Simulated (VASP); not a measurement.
Crystal: Be.

```
Be
1.0
     2.25541    0.00000    0.00000
    -1.12771    1.95324    0.00000
     0.00000    0.00000    7.36617
Be
4
Direct
  0.00000 0.00000 0.00000
  0.00000 0.00000 0.50000
  0.33333 0.66667 0.25000
  0.66667 0.33333 0.75000
```

- Program: VASP 6.6.1
- Task: relaxation of cell and atoms
- Functional: PBE
- Potentials or basis: VASP PAW PBE potentials, release 64 (Be)
- Cutoff: 600 eV
- k mesh: 16 × 16 × 5
- Occupations: fermi-dirac, width 0.1 eV
- Spin: no spin polarisation

At the start: pressure -3.1 GPa; volume 8.11 Å³/atom.

Task: How do energy, volume and symmetry change on relaxing?

Result: Over 3 steps the energy falls by 6.2 meV/atom and the volume is 7.91 Å³/atom (-2.5 %); space group P6_3/mmc (No. 194, to 0.05 Å).

Step by step:
```tsv
step	energy change (eV)	largest force (eV/Å)	pressure (GPa)	volume (Å³)
1	0.0000	0.0000	-3.10	32.45
2	-0.0246	0.0000	-0.30	31.71
3	-0.0248	0.0000	-0.03	31.65
```

Final structure:
```cif
data_structure
_symmetry_space_group_name_H-M 'P 1'
_symmetry_Int_Tables_number 1
_cell_length_a 2.2558
_cell_length_b 2.2558
_cell_length_c 7.1814
_cell_angle_alpha 90.000
_cell_angle_beta 90.000
_cell_angle_gamma 120.000
_cell_volume 31.65
loop_
_atom_site_label
_atom_site_type_symbol
_atom_site_fract_x
_atom_site_fract_y
_atom_site_fract_z
_atom_site_occupancy
Be1 Be 0.00000 0.00000 0.00000 1
Be2 Be 0.00000 0.00000 0.50000 1
Be3 Be 0.33333 0.66667 0.25000 1
Be4 Be 0.66667 0.33333 0.75000 1
```
